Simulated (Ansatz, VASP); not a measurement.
## GeW2 in VASP and in Ansatz

```
Ge W
1.0
    -1.63209    1.63209    4.40319
     1.63209   -1.63209    4.40319
     1.63209    1.63209   -4.40319
Ge W
1 2
Direct
  0.00000 0.00000 0.00000
  0.66841 0.66841 0.00000
  0.33159 0.33159 0.00000
```

Alike in both runs: functional PBE; k mesh 6 × 6 × 6; occupations gaussian, width 0.1 eV; no spin polarisation.

Ansatz relaxed the structure, and its values are those at the end. VASP's run is a single point on that final structure, the one shown.

|  | VASP | Ansatz |
| --- | --- | --- |
| version | VASP 6.6.1 | Ansatz 0.2.0 |
| potentials or method | VASP PAW PBE potentials, release 64 (Ge_d, W_sv), cutoff 520 eV | scalar-relativistic, plane waves, PAW |
| valence electrons in the cell | 42 | 42 |

VASP gave:

* gap on the k mesh at the Fermi level (eV): none
* pressure (GPa): 0.5
* rms of the force components (eV/Å): 0.009

What did Ansatz give for the same quantities?

gap on the k mesh at the Fermi level (eV): none; pressure (GPa): 0.1; rms of the force components (eV/Å): 0.004.

A gap of «none» marks a metal or a gap that the smearing closes.

The k mesh is coarse, so the values compare programs but aren't converged. Neither program's run includes spin-orbit coupling.
